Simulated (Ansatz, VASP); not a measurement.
**Two plane-wave programs on Pb**

Contents of INCAR:

```
  ALGO = Normal
  EDIFF = 1E-6
  ENCUT = 520
  GGA = PE
  ISIF = 2
  ISMEAR = -1
  LASPH = T
  LCHARG = F
  LREAL = F
  LWAVE = F
  NBANDS = 13
  NELM = 60
  PREC = Accurate
  SIGMA = 0.1
```

File KPOINTS:

```
k-points
0
Gamma
  16 16 16
```

POSCAR

```
Pb
1.0
    3.1160660799      0.0000000000      0.0000000000
    0.0000000000      3.1160660799      0.0000000000
    0.0000000000      0.0000000000      3.1160660799
Pb
1
Direct
    0.0000000000      0.0000000000      0.0000000000
```

Input for Ansatz:

```yaml
crystal:
  lattice:
    - [3.1160660799, 0.0, 0.0]
    - [0.0, 3.1160660799, 0.0]
    - [0.0, 0.0, 3.1160660799]
  atoms:
    - { symbol: Pb, position: [0.0, 0.0, 0.0] }
hamiltonian:
  xc: pbe
  pseudopotentials:
    kind: paw
    azcp:
      Pb: "pseudopotentials/Pb.paw.azcp"
basis:
  ecutwfc: 420
  fft_grid_basis: typed
kpoints:
  mp_grid: { grid: [16, 16, 16], shift: [0, 0, 0] }
magnetization:
  spin_polarized: false
scf:
  occupations: { method: fermi_dirac, width: 0.1 }
output:
  stress: true
```

Alike in both runs: task single point; functional PBE; k mesh 16 × 16 × 16; occupations fermi-dirac, width 0.1 eV; no spin polarisation.

|  | VASP | Ansatz |
| --- | --- | --- |
| version | VASP 6.6.1 | Ansatz 0.2.0 |
| potentials or method | VASP PAW PBE potentials, release 64 (Pb_d), cutoff 520 eV | plane waves (420 eV) with PAW, scalar-relativistic |
| valence electrons in the cell | 14 | 14 |

Ansatz gave:

| Property | Result |
| --- | --- |
| pressure (GPa) | 6.3 |

Problem. What did VASP give for the same quantities?

Solution. Pressure (GPa): 6.2.

Spin-orbit coupling is off throughout.
